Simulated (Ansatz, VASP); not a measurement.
# Mo: VASP beside Ansatz

```xyz
1
Lattice="-1.5801 1.5801 1.5801 1.5801 -1.5801 1.5801 1.5801 1.5801 -1.5801" Properties=species:S:1:pos:R:3 pbc="T T T"
Mo    0.0000    0.0000    0.0000
```

Alike in both runs: functional PBE; k mesh 16 × 16 × 16; occupations methfessel-paxton of order 1, width 0.2 eV; no spin polarisation.

Ansatz relaxed the structure, and its values are those at the end. VASP's run is a single point on that final structure, the one shown.

```csv
,VASP,Ansatz
version,VASP 6.6.1,Ansatz 0.2.0
potentials or method,"VASP PAW PBE potentials, release 64 (Mo_sv)","scalar-relativistic, plane waves, PAW"
plane-wave cutoff (eV),520,420
valence electrons in the cell,14,14
```

|  | VASP | Ansatz | Ansatz less VASP |
| --- | --- | --- | --- |
| gap on the k mesh at the Fermi level (eV) | none | none | - |
| pressure (GPa) | 0.6 | 0.0 | -0.56 |

A gap of «none» marks a metal or a gap that the smearing closes. The functional is the same, so the differences come from potentials, cutoffs and numerics.
